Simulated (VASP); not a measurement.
# Li (P6_3/mmc) in VASP: a series of runs

Li is run at these levels: LDA; tasks: single point.

All numbers are computed with VASP 6.6.1; they aren't measurements. Logs are shortened: lines on timing, memory, paths and dates and some standing lists are left out, and cuts for length are marked.

## Step 1: The cell of the first run

Symmetry: P6_3/mmc, No. 194, hexagonal system. Conventional cell: a = 3.111 Å, b = 3.111 Å, c = 5.093 Å, α = 90.00°, β = 90.00°, γ = 120.00°. Within 4.1 Å of Li (site symmetry -6m2) lie 12 Li at 3.11 to 3.12 Å.

## Step 2: Single point, LDA

Input file INCAR:

```
SYSTEM = Li
PREC = Accurate ; ENCUT = 520
EDIFF = 1E-6 ; ISMEAR = 0
SIGMA = 0.25 ; LREAL = .FALSE.
LASPH = .TRUE. ; NELM = 80
ALGO = Normal ; ISIF = 2
LWAVE = .FALSE. ; LCHARG = .FALSE.
GGA = CA ; NBANDS = 10
```

Input file KPOINTS:

```
regular mesh
0
G
  12 12 7
  0 0 0
```

Input file POSCAR:

```
Li
1.0
    3.1110000000      0.0000000000      0.0000000000
   -1.5555000000      2.6942050300      0.0000000000
    0.0000000000      0.0000000000      5.0930000000
Li
2
Direct
    0.3333333300      0.6666666700      0.2500000000
    0.6666666700      0.3333333300      0.7500000000
```

Potentials or basis: VASP PAW LDA potentials, release 64 (Li_sv).

Run with:

```console
$ cat potpaw_LDA.64/Li_sv/POTCAR > POTCAR
$ mpirun -np 1 vasp_std > vasp.out
```

OUTCAR:

```text
SYSTEM = Li
   PREC = Accurate
   ENCUT = 520
   EDIFF = 1E-6
   ISMEAR = 0
   LREAL = .FALSE.
   LASPH = .TRUE.
   NELM = 80
   ISIF = 2
   GGA = CA

 ion  position               nearest neighbor table
   1  0.333  0.667  0.250-
   2  0.667  0.333  0.750-

  LATTYP: Found a hexagonal cell.
 ALAT       =     3.1110000000
 C/A-ratio  =     1.6370941819

  Lattice vectors:

 A1 = (   3.1110000000,   0.0000000000,   0.0000000000)
 A2 = (  -1.5555000000,   2.6942050300,   0.0000000000)
 A3 = (   0.0000000000,   0.0000000000,   5.0930000000)

Analysis of symmetry for initial positions (statically):
=====================================================================
 Subroutine PRICEL returns:
 Original cell was already a primitive cell.

 Routine SETGRP: Setting up the symmetry group for a
 hexagonal supercell.

 Subroutine GETGRP returns: Found 24 space group operations
 (whereof 12 operations were pure point group operations)
 out of a pool of 24 trial point group operations.

The static configuration has the point symmetry D_3d.
 The point group associated with its full space group is D_6h.

Analysis of symmetry for dynamics (positions and initial velocities):
=====================================================================
 Subroutine PRICEL returns:
 Original cell was already a primitive cell.

 Routine SETGRP: Setting up the symmetry group for a
 hexagonal supercell.

 Subroutine GETGRP returns: Found 24 space group operations
 (whereof 12 operations were pure point group operations)
 out of a pool of 24 trial point group operations.

The dynamic configuration has the point symmetry D_3d.
 The point group associated with its full space group is D_6h.

 Subroutine INISYM returns: Found 24 space group operations
 (whereof 12 operations are pure point group operations),
 and found     1 'primitive' translations

----------------------------------------------------------------------------------------

                                     Primitive cell

  volume of cell :      42.6879

  direct lattice vectors                    reciprocal lattice vectors
     3.111000000  0.000000000  0.000000000     0.321440051  0.185583500  0.000000000
    -1.555500000  2.694205030  0.000000000     0.000000000  0.371167001  0.000000000
     0.000000000  0.000000000  5.093000000     0.000000000  0.000000000  0.196347929

  length of vectors
     3.111000000  3.110999999  5.093000000     0.371167000  0.371167001  0.196347929

  position of ions in fractional coordinates (direct lattice)
     0.333333330  0.666666670  0.250000000
     0.666666670  0.333333330  0.750000000

  ion indices of the primitive-cell ions
   primitive index   ion index
                 1           1
                 2           2

----------------------------------------------------------------------------------------

 KPOINTS: regular mesh

Automatic generation of k-mesh.
 Grid dimensions read from file:
 generate k-points for:   12   12    7

 Generating k-lattice:

  Cartesian coordinates                     Fractional coordinates (reciprocal lattice)
     0.026786671  0.015465292  0.000000000     0.083333333  0.000000000  0.000000000
     0.000000000  0.030930583  0.000000000     0.000000000  0.083333333  0.000000000
     0.000000000  0.000000000  0.028049704     0.000000000  0.000000000  0.142857143

  Length of vectors
     0.030930583  0.030930583  0.028049704

  Shift w.r.t. Gamma in fractional coordinates (k-lattice)
     0.000000000  0.000000000  0.000000000

 Subroutine IBZKPT returns following result:
 ===========================================

 Found     76 irreducible k-points:

 Following reciprocal coordinates:
            Coordinates               Weight
  0.000000  0.000000  0.000000      1.000000
  0.083333  0.000000  0.000000      6.000000
  0.166667 -0.000000  0.000000      6.000000
  0.250000  0.000000  0.000000      6.000000
  0.333333  0.000000  0.000000      6.000000
  0.416667 -0.000000  0.000000      6.000000
[... 16 lines left out ...]
  0.250000  0.000000  0.142857     12.000000
  0.333333  0.000000  0.142857     12.000000
 [... further k-points ...]
   k-points           NKPTS =     76   k-points in BZ     NKDIM =     76   number of bands    NBANDS=     10
   number of dos      NEDOS =    301   number of ions     NIONS =      2
   total plane-waves  NPLWV =  23040
   dimension x,y,z NGX =    24 NGY =   24 NGZ =   40
   dimension x,y,z NGXF=    48 NGYF=   48 NGZF=   80
   ions per type =               2
   NGX,Y,Z   is equivalent  to a cutoff of  12.83, 12.83, 13.06 a.u.
   NGXF,Y,Z  is equivalent  to a cutoff of  25.65, 25.65, 26.11 a.u.
 SYSTEM =  Li
   PREC   = accura    normal or accurate (medium, high low for compatibility)
   ISTART =      0    job   : 0-new  1-cont  2-samecut
   ICHARG =      2    charge: 1-file 2-atom 10-const
   ISPIN  =      1    spin polarized calculation?
   LNONCOLLINEAR =      F non collinear calculations
   LSORBIT =      F    spin-orbit coupling
   LASPH  =      T    aspherical Exc in radial PAW
   ENCUT  =  520.0 eV  38.22 Ry    6.18 a.u.   5.78  5.78  9.47*2*pi/ulx,y,z
   NELM   =     80;   NELMIN=  2; NELMDL= -5     # of ELM steps
   EDIFF  = 0.1E-05   stopping-criterion for ELM
   LREAL  =      F    real-space projection
   EDIFFG = 0.1E-04   stopping-criterion for IOM
   NSW    =      0    number of steps for IOM
   IBRION =     -1    ionic relax: 0-MD 1-quasi-New 2-CG
   NFREE  =      0    steps in history (QN), initial steepest desc. (CG)
   ISIF   =      2    stress and relaxation
   ISYM   =      2    0-nonsym 1-usesym 2-fastsym
   POTIM  = 0.5000    time-step for ionic-motion
   TEBEG  =    0.0;   TEEND  =   0.0 temperature during run
   PSTRESS=    0.0 pullay stress
   NELECT =       6.0000    total number of electrons
   NUPDOWN=      -1.0000    fix difference up-down
   EMIN   =  10.00;   EMAX   =-10.00  energy-range for DOS
   EFERMI =   0.00;   METHOD = LEGACY
   ISMEAR =     0;   SIGMA  =   0.25  broadening in eV -4-tet -1-fermi 0-gaus
   EFERMI_NEDOS =   21; number of points for ismear=-14 and -15
   IALGO  =     38    algorithm
   IMIX   =      4    mixing-type and parameters
     AMIX     =   0.40;   BMIX     =  1.00
     AMIX_MAG =   1.60;   BMIX_MAG =  1.00
  volume/ion in A,a.u.               =      21.34       144.04
  Fermi-wavevector in a.u.,A,eV,Ry     =   0.851185  1.608506  9.857630  0.724515
  Thomas-Fermi vector in A             =   1.967278
   LORBIT       =      0    0 simple, 1 ext, 2 COOP (PROOUT), +10 PAW based schemes
   GGA     = CA    functional components
   LHFCALC =     F    Hartree Fock is set to
   AEXX    =    0.0000 exact exchange contribution
   IVDW    =     0    specifies the selected vdW correction
   LEPSILON=     F    determine dielectric tensor
   LRPA    =     F    only Hartree local field effects (RPA)
 non-spin polarized calculation
 Gauss-broadening in eV      SIGMA  =   0.25
  energy-cutoff  :      520.00
  volume of cell :       42.69
 maximum number of plane-waves:      1183
 NGX is ok and might be reduce to    24
   NGX = 11   NGY = 11   NGZ = 19

 number of electron       5.9999991 magnetization

 Free energy of the ion-electron system (eV)
  ---------------------------------------------------
  ext. energy  EPLUGINS =         0.00000000
  ---------------------------------------------------
  free energy    TOTEN  =        -4.08659332 eV

  energy without entropy =       -4.05611478  energy(sigma->0) =       -4.07135405

 E-fermi :   0.4542     XC(G=0):  -7.0150

 val. band max:        0.4441628642   @ k =   0.0000   0.0000   0.0000
 cond. band min:       0.4657834941   @ k =   0.2500   0.1667   0.4286
 fundamental gap:      0.0216206299
 Fermi energy:         0.4541841388

 k-point     1 :       0.0000    0.0000    0.0000
  band No.  band energies     occupation
      1     -45.2623      2.00000
      2     -45.2462      2.00000
      3      -2.9719      2.00000
      4       0.4442      1.04521
      5       3.2338      0.00000
      6      12.3073      0.00000
      7      12.3073      0.00000
      8      13.6699      0.00000
      9      13.6699      0.00000
     10      14.1301      0.00000

 k-point     2 :       0.0833    0.0000    0.0000
  band No.  band energies     occupation
      1     -45.2614      2.00000
      2     -45.2457      2.00000
      3      -2.8653      2.00000
      4       0.5848      0.45982
      5       3.2751      0.00000
      6      11.2645      0.00000
      7      11.6121      0.00000
      8      13.6314      0.00000
      9      14.0119      0.00000
     10      14.0184      0.00000

 k-point     3 :       0.1667   -0.0000    0.0000
  band No.  band energies     occupation
      1     -45.2587      2.00000
      2     -45.2445      2.00000
      3      -2.5447      2.00000
      4       1.0063      0.00179
      5       3.3831      0.00000
      6       9.3122      0.00000
      7      10.5835      0.00000
      8      13.3013      0.00000
      9      13.3186      0.00000
     10      13.9186      0.00000

 k-point     4 :       0.2500    0.0000    0.0000
  band No.  band energies     occupation
      1     -45.2549      2.00000
      2     -45.2429      2.00000
      3      -2.0102      2.00000
      4       1.7061      0.00000
      5       3.4714      0.00000
      6       7.4583      0.00000
      7       9.7006      0.00000
      8      11.5301      0.00000
      9      11.7331      0.00000
     10      13.3936      0.00000
[... 222 lines left out ...]
 k-point    22 :       0.1667   -0.0000    0.1429
  band No.  band energies     occupation
      1     -45.2580      2.00000
      2     -45.2452      2.00000
      3      -2.4563      2.00000
      4       0.4932      0.82552
      5       4.0992      0.00000
      6       9.3899      0.00000
      7      10.6870      0.00000
      8      12.6031      0.00000
      9      12.9659      0.00000
     10      13.6066      0.00000

 k-point    23 :       0.2500    0.0000    0.1429
  band No.  band energies     occupation
      1     -45.2543      2.00000
      2     -45.2435      2.00000
      3      -1.9216      2.00000
      4       1.1015      0.00025
      5       4.2524      0.00000
      6       7.5496      0.00000
      7       9.8075      0.00000
      8      10.5688      0.00000
      9      12.4542      0.00000
     10      12.9977      0.00000

 k-point    24 :       0.3333    0.0000    0.1429
  band No.  band energies     occupation
      1     -45.2503      2.00000
      2     -45.2420      2.00000
      3      -1.1792      2.00000
      4       1.8462      0.00000
      5       4.0562      0.00000
      6       6.4807      0.00000
      7       8.6326      0.00000
      8       9.1555      0.00000
      9      10.9654      0.00000
     10      12.4536      0.00000

 [... further k-points ...]
[... 5 lines left out ...]
  --------------------------------------------------------------------------------------
  -------------------------------------------------------------------------------------
  Total       -0.3931367     -0.3931367     -0.4355931     -0.0000000      0.0000000      0.0000000
  in kB      -14.7553604    -14.7553604    -16.3488514     -0.0000000      0.0000000      0.0000000
  external PRESSURE =     -15.2865241 kB  Pullay stress =       0.0000000 kB

 VOLUME and BASIS-vectors are now :
 -----------------------------------------------------------------------------
  energy-cutoff  :      520.00
  volume of cell :       42.69
      direct lattice vectors                 reciprocal lattice vectors
     3.111000000  0.000000000  0.000000000     0.321440051  0.185583500  0.000000000
    -1.555500000  2.694205030  0.000000000     0.000000000  0.371167001  0.000000000
     0.000000000  0.000000000  5.093000000     0.000000000  0.000000000  0.196347929

 POSITION                                       TOTAL-FORCE (eV/Angst)
 -----------------------------------------------------------------------------------
     -0.00000      1.79614      1.27325         0.000000      0.000000      0.000000
      1.55550      0.89807      3.81975        -0.000000     -0.000000      0.000000
 -----------------------------------------------------------------------------------
    total drift:                               -0.000002      0.000001      0.000000

  FREE ENERGIE OF THE ION-ELECTRON SYSTEM (eV)
  ---------------------------------------------------
  free  energy   TOTEN  =        -4.0865933234 eV

  energy  without entropy=       -4.0561147762  energy(sigma->0) =       -4.07135405
```

It took 12 s on 1 thread of Intel Xeon 6975P-C, shared host; peak memory 0.14 GiB.

What came out:

```yaml
Free_energy: -4.0866 eV
Band_gap_on_the_k_mesh: zero (band 3 reaches 2.54 eV, above the bottom of band 4 at -1.58 eV)
```

Levels at points of the mesh, in eV from the Fermi level:
| k point | band 1 | band 2 | band 3 | band 4 | band 5 | band 6 | band 7 |
| --- | --- | --- | --- | --- | --- | --- | --- |
| (0.00, 0.00, 0.00) | -45.72 | -45.70 | -3.43 | -0.01 | 2.78 | 11.85 | 11.85 |
| (0.50, 0.00, 0.00) | -45.70 | -45.69 | -0.06 | 1.00 | 4.49 | 5.68 | 5.95 |

Caveat: the cutoff is under 1.25 times the usual one of these potentials, so pressure, stress and relaxed cells hold a basis-set (Pulay) error.

[end of part 1 of 2]
